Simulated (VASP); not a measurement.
Crystal: Fe.

```
Fe
1.0
    -1.43325    1.43325    1.43325
     1.43325   -1.43325    1.43325
     1.43325    1.43325   -1.43325
Fe
1
Direct
  0.00000 0.00000 0.00000
```

| Item | Value |
| --- | --- |
| Program | VASP 6.6.1 |
| Task | relaxation of cell and atoms |
| Functional | PBEsol |
| Potentials or basis | VASP PAW PBE potentials, release 64 (Fe) |
| Cutoff | 600 eV |
| k mesh | 15 × 15 × 15 |
| Occupations | fermi-dirac, width 0.05 eV |
| Spin | collinear spin, ferromagnetic start |
| Starting moments | [2.5] μB |

At the start: pressure -15.3 GPa; volume 11.78 Å³/atom.

Question: How do energy, volume and symmetry change on relaxing?

Answer: Over 13 steps the energy falls by 48.7 meV/atom and the volume is 10.84 Å³/atom (-7.9 %); space group Im-3m (No. 229, to 0.1 Å) before and after; moment 2.12 μB per cell.

The path:
```tsv
step	energy change (eV)	largest force (eV/Å)	pressure (GPa)	volume (Å³)
1	0.0000	0.0000	-15.28	11.78
2	0.0047	0.0000	21.73	9.96
3	-0.0487	0.0000	0.26	10.84
4	-0.0487	0.0000	-0.43	10.85
5	-0.0487	0.0000	-0.24	10.85
6	-0.0487	0.0000	-0.34	10.85
7	-0.0487	0.0000	-0.37	10.85
8	-0.0487	0.0000	-0.36	10.85
9	-0.0487	0.0000	-0.34	10.85
10	-0.0487	0.0000	-0.29	10.85
11	-0.0487	0.0000	-0.18	10.85
12	-0.0487	0.0000	-0.24	10.85
13	-0.0487	0.0000	-0.11	10.84
```

Final structure:
```
Fe
1.0
    -1.39433    1.39433    1.39433
     1.39433   -1.39433    1.39433
     1.39433    1.39433   -1.39433
Fe
1
Cartesian
  0.0000 0.0000 0.0000
```

Caveat: the PAW data sets were made with another functional, which shifts forces and pressure a little.
